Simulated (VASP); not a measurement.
Write the native input for VASP 6.6.1 that does the following.

```yaml
Task: single point
Functional: PBE
Potentials_or_basis: VASP PAW PBE potentials, release 64 (K_sv, H)
Cutoff: 520 eV
k_mesh: 6 × 6 × 4
Occupations: gaussian, width 0.1 eV
Spin: no spin polarisation
Dipole_correction: no
Further_INCAR_settings: ALGO = Normal; EDIFF = 1e-06; NBANDS = 22
```

The structure of K3H lies in POSCAR:

```
K3H
1.0
    5.1418126300      0.0000000000      0.0000000000
   -2.5709063100      4.4529403600      0.0000000000
    0.0000000000      0.0000000000      4.5216092600
K H
3 1
Direct
    0.3333333300      0.6666666700      0.5000000000
    0.6666666700      0.3333333300      0.5000000000
    0.0000000000      0.0000000000      0.5000000000
    0.0000000000      0.0000000000      0.0000000000
```

One way to write it, as run:

INCAR

```
SYSTEM = K3H
ALGO     = Normal         ! electronic algorithm
EDIFF    = 1E-6           ! SCF threshold, eV
ENCUT    = 520            ! plane-wave cutoff, eV
GGA      = PE             ! functional
ISIF     = 2              ! what is computed and relaxed
ISMEAR   = 0              ! smearing method
LASPH    = .TRUE.         ! aspherical terms in the spheres
LCHARG   = .FALSE.        ! write CHGCAR
LREAL    = .FALSE.        ! projectors in reciprocal space
LWAVE    = .FALSE.        ! write WAVECAR
NBANDS   = 22             ! bands
NELM     = 100            ! most SCF steps
PREC     = Accurate       ! precision mode
SIGMA    = 0.1            ! smearing width, eV
```

KPOINTS

```
k-points
0
G
  6 6 4
  0 0 0
```

Potentials or basis: VASP PAW PBE potentials, release 64 (K_sv, H).

The run is started by

```bash
$ cat potpaw_PBE.64/K_sv/POTCAR potpaw_PBE.64/H/POTCAR > POTCAR
$ mpirun -np 1 vasp_std > vasp.out
```

Results of the run:

The pressure is 13.0 GPa. The band gap on the k mesh is zero (band 14 reaches 2.65 eV, above the bottom of band 15 at 2.04 eV).

Wall time 60 s on 1 thread of Intel(R) Xeon(R) Platinum 8375C CPU @ 2.90GHz (Ice Lake) (shared host), peak memory 0.24 GiB.
